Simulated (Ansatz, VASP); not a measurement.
GeCN2 in VASP and in Ansatz

The input POSCAR:

```
GeCN2
1.0
    1.8173955815      1.0492738282      4.9867272349
   -1.8173955815      1.0492738282      4.9867272349
    0.0000000000     -2.0985476564      4.9867272349
Ge N C
1 2 1
Direct
    0.0000000000      0.0000000000      0.0000000000
    0.5839044000      0.5839044000      0.5839044000
    0.4160956000      0.4160956000      0.4160956000
    0.5000000000      0.5000000000      0.5000000000
```

The input INCAR.step1:

```
SYSTEM = GeCN2
  PREC = Accurate
  ENCUT = 520
  ISMEAR = -1
  SIGMA = 0.05
  LREAL = .False.
  LASPH = .True.
  NELM = 60
  NBANDS = 22
  GGA = PE
  ALGO = Normal
  EDIFF = 1E-4
  LWAVE = .True.
  LCHARG = .False.
```

File INCAR.step2:

```
SYSTEM = GeCN2
  PREC = Accurate
  ENCUT = 520
  EDIFF = 1E-6
  ISMEAR = -1
  SIGMA = 0.05
  LREAL = .False.
  LASPH = .True.
  NELM = 60
  ALGO = Normal
  ISIF = 2
  LWAVE = .False.
  LCHARG = .False.
  METAGGA = R2SCAN
  LMIXTAU = .True.
  NBANDS = 22
  ISTART = 1
```

KPOINTS

```
Automatic mesh
0
Gamma
  9 9 9
  0 0 0
```

input.yaml

```yaml
crystal:
  lattice:
    - [1.8173955815, 1.0492738282, 4.9867272349]
    - [-1.8173955815, 1.0492738282, 4.9867272349]
    - [0.0, -2.0985476564, 4.9867272349]
  atoms:
    - { symbol: Ge, position: [0.0, 0.0, 0.0] }
    - { symbol: "N", position: [0.5839044, 0.5839044, 0.5839044] }
    - { symbol: "N", position: [0.4160956, 0.4160956, 0.4160956] }
    - { symbol: C, position: [0.5, 0.5, 0.5] }
hamiltonian:
  xc: r2scan
  pseudopotentials: { kind: paw }
kpoints:
  mp_grid: { grid: [9, 9, 9] }
scf:
  occupations: { method: fermi_dirac, width: 0.05 }
output:
  forces: true
  stress: true
  eigenvalues: true
```

Alike in both runs: task single point; functional r2SCAN; k mesh 9 × 9 × 9; occupations fermi-dirac, width 0.05 eV; no spin polarisation.

|  | VASP | Ansatz |
| --- | --- | --- |
| version | VASP 6.6.1 | Ansatz 0.2.0 |
| potentials or method | VASP PAW PBE potentials, release 64 (Ge_d, N, C) | Ansatz PAW |
| plane-wave cutoff (eV) | 520 | 500 |
| valence electrons in the cell | 28 | 28 |

Ansatz gave:

* gap on the k mesh at the Fermi level (eV): 1.29
* least direct gap on the mesh (eV): 2.26
* pressure (GPa): -7.9
* traceless stress, the component that is largest in VASP (GPa): -8.33
* rms of the force components (eV/Å): 0.632

Q: Estimate VASP's values.

A: gap on the k mesh at the Fermi level (eV): 1.30; least direct gap on the mesh (eV): 2.26; pressure (GPa): -7.7; traceless stress, the component that is largest in VASP (GPa): -7.40; rms of the force components (eV/Å): 0.557.

VASP's potentials were made for PBE, not for r2SCAN. Atom by atom the forces differ by 0.075 eV/Å (rms over components).

Noted on VASP's run: the standard files for N, O and F lose accuracy on very short bonds. Noted on Ansatz's run: odd divisions of the mesh miss points on the zone boundary, where band edges often lie, so the gap on the mesh can be too wide.
